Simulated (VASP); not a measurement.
Here is a VASP 6.6.1 calculation.

INCAR

```
PREC     = Accurate       # precision mode
ENCUT    = 520            # plane-wave cutoff, eV
EDIFF    = 1E-6           # SCF threshold, eV
ISMEAR   = 0              # smearing method
SIGMA    = 0.03           # smearing width, eV
LREAL    = False          # projectors in reciprocal space
LASPH    = True           # aspherical terms in the spheres
NELM     = 100            # most SCF steps
ALGO     = Normal         # electronic algorithm
ISIF     = 2              # what is computed and relaxed
LWAVE    = False          # write WAVECAR
LCHARG   = True           # write CHGCAR
GGA      = PE             # functional
IVDW     = 12             # dispersion correction
LELF     = True           # ELF
LVHAR    = True         
NBANDS   = 17             # bands
```

File KPOINTS:

```
regular mesh
0
Gamma
  10 10 10
```

File POSCAR:

```
PbSe
1.0
    0.0000000000      3.1512742446      3.2540057850
    3.1512742446      0.0000000000      3.2540057850
    3.1512742446      3.1512742446      0.0000000000
Pb Se
1 1
Direct
    0.0000000000      0.0000000000      0.0000000000
    0.5000000000      0.5000000000      0.5000000000
```

Potentials or basis: VASP PAW PBE potentials, release 64 (Pb_d, Se).

Run with:

```sh
$ cat potpaw_PBE.64/Pb_d/POTCAR potpaw_PBE.64/Se/POTCAR > POTCAR
$ mpirun -np 1 vasp_std > vasp.out
```

Q: Estimate the band gap on the k mesh.

A: 0.60 eV.

Q: What does it give for the dispersion energy per atom?

A: -0.337 eV.

Q: Predict the pressure.

A: -2.1 GPa.

Stress tensor (GPa, compression positive):
```
-1.39  0.00  0.00
 0.00 -1.39  0.00
 0.00  0.00 -3.61
```

Caveat: spin-orbit coupling is left out, which moves the levels of the heavy elements. A k mesh can miss the band edges.
